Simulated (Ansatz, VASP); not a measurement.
# GaB2As3: VASP beside Ansatz

```xyz
6
Lattice="-1.8393 1.8393 7.8034 1.8393 -1.8393 7.8034 1.8393 1.8393 -7.8034" Properties=species:S:1:pos:R:3 pbc="T T T"
Ga    0.0000    0.0000    7.8034
B     0.0000    0.0000   13.0057
B     0.0000    0.0000    2.6011
As    1.8393    0.0000    6.5029
As    1.8393    0.0000    1.3006
As    0.0000    1.8393    3.9017
```

Alike in both runs: task single point; functional PBE; k mesh 6 × 6 × 6; occupations gaussian, width 0.1 eV; no spin polarisation.

|  | VASP | Ansatz |
| --- | --- | --- |
| version | VASP 6.6.1 | Ansatz 0.2.0 |
| potentials or method | VASP PAW PBE potentials, release 64 (Ga_d, B, As), cutoff 520 eV | scalar-relativistic, plane waves, PAW |
| valence electrons in the cell | 34 | 64 |

Ansatz gave:

- gap on the k mesh at the Fermi level (eV): 1.12
- least direct gap on the mesh (eV): 1.12
- pressure (GPa): -0.5
- traceless stress, the component that is largest in VASP (GPa): -0.57
- rms of the force components (eV/Å): 1.332

**Question.** Which values does VASP return?

**Answer.** gap on the k mesh at the Fermi level (eV): 1.12; least direct gap on the mesh (eV): 1.12; pressure (GPa): -0.2; traceless stress, the component that is largest in VASP (GPa): -0.58; rms of the force components (eV/Å): 1.335.

Atom by atom the forces differ by 0.004 eV/Å (rms over components). The functional is the same, so the differences come from potentials, cutoffs and numerics. VASP's potentials hold 34 valence electrons a cell and Ansatz's 64, so a difference there can come from the potentials and not from the codes.
